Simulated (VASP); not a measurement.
The system is PtS2.

```
Pt S
1.0
     3.54320    0.00000    0.00000
    -1.77160    3.06850    0.00000
     0.00000    0.00000    5.03880
Pt S
1 2
Direct
  0.00000 0.00000 0.00000
  0.66667 0.33333 0.77300
  0.33333 0.66667 0.22700
```

Base run:

* Program: VASP 6.6.1
* Functional: PBE
* Potentials or basis: VASP PAW PBE potentials, release 64 (Pt, S)
* Cutoff: 520 eV
* k mesh: 9 × 9 × 5
* Occupations: fermi-dirac, width 0.05 eV
* Spin: no spin polarisation
* Hubbard terms: Pt d U = 8.0 eV

Its results: band gap on the k mesh 0.70 eV (least direct gap 0.90 eV); pressure 2.8 GPa; largest force 0.512 eV/Å.

Task: The run is repeated on the same cell with these changes: hubbard terms from Pt d U = 8.0 eV to Pt d U = 6.0 eV. What comes out?

Result: Band gap on the k mesh 0.83 eV (least direct gap 0.99 eV); pressure 5.7 GPa; largest force 0.773 eV/Å.

Caveats: spin-orbit coupling is left out, which moves the levels of the heavy elements; the cell stands under pressure (at least some runs).

A k mesh can miss the band edges.
